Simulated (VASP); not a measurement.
A run of VASP 6.6.1 is set up as follows.

INCAR

```
SYSTEM = CaLa
ALGO = Normal ; EDIFF = 1E-6
ENCUT = 520 ; ISIF = 2
ISMEAR = -1 ; LASPH = .True.
LCHARG = .False. ; LREAL = .False.
LWAVE = .False. ; NBANDS = 18
NELM = 100 ; PREC = Accurate
SIGMA = 0.05
```

The input KPOINTS:

```
k-points
0
Gamma
  7 7 4
  0 0 0
```

The input POSCAR:

```
CaLa
1.0
    3.7770000000      0.0000000000      0.0000000000
   -1.8885000000      3.2709000000      0.0000000000
    0.0000000000      0.0000000000      6.3000000000
Ca La
1 1
Direct
    0.0000000000      0.0000000000      0.5000000000
    0.6666666667      0.3333333333      0.0000000000
```

Potentials or basis: VASP PAW LDA potentials, release 64 (Ca_sv, La).

Command:

```console
$ cat potpaw_LDA.64/Ca_sv/POTCAR potpaw_LDA.64/La/POTCAR > POTCAR
$ mpirun -np 1 vasp_std > vasp.out
```

**Question.** Predict the pressure.

**Answer.** -2.6 GPa.

Stress tensor (GPa, compression positive):
```
-2.71  0.00  0.00
 0.00 -2.71  0.00
 0.00  0.00 -2.28
```
